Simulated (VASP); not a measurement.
Sn:

```xyz
2
Lattice="0.0000 3.3273 3.3273 3.3273 0.0000 3.3273 3.3273 3.3273 0.0000" Properties=species:S:1:pos:R:3 pbc="T T T"
Sn    0.0000    0.0000    0.0000
Sn    1.6637    1.6637    1.6637
```

This isn't the form of Sn at room conditions, which is tetragonal (white tin).

- Program: VASP 6.6.1
- Task: relaxation of cell and atoms
- Functional: PBE
- Dispersion: D3(BJ)
- Potentials or basis: VASP PAW PBE potentials, release 64 (Sn_d)
- Cutoff: 600 eV
- k mesh: 12 × 12 × 12
- Occupations: gaussian, width 0.1 eV
- Spin: no spin polarisation

At the start: pressure -1.3 GPa; volume 36.84 Å³/atom.

Where does the relaxation end?

Over 5 steps the energy falls by 5.8 meV/atom and the volume is 35.50 Å³/atom (-3.6 %); space group Fd-3m (No. 227, to 0.1 Å) before and after.

The path:
| step | energy change (eV) | largest force (eV/Å) | pressure (GPa) | volume (Å³) |
| --- | --- | --- | --- | --- |
| 1 | 0.0000 | 0.0000 | -1.30 | 73.67 |
| 2 | -0.0112 | 0.0000 | 0.23 | 70.53 |
| 3 | -0.0115 | 0.0000 | 0.03 | 70.95 |
| 4 | -0.0115 | 0.0000 | -0.08 | 71.02 |
| 5 | -0.0115 | 0.0000 | 0.02 | 71.00 |

Final structure:
```
CELL_PARAMETERS angstrom
0.00000 3.28663 3.28663
3.28663 0.00000 3.28663
3.28663 3.28663 0.00000
ATOMIC_POSITIONS crystal
Sn 0.00000 0.00000 0.00000
Sn 0.25000 0.25000 0.25000
```
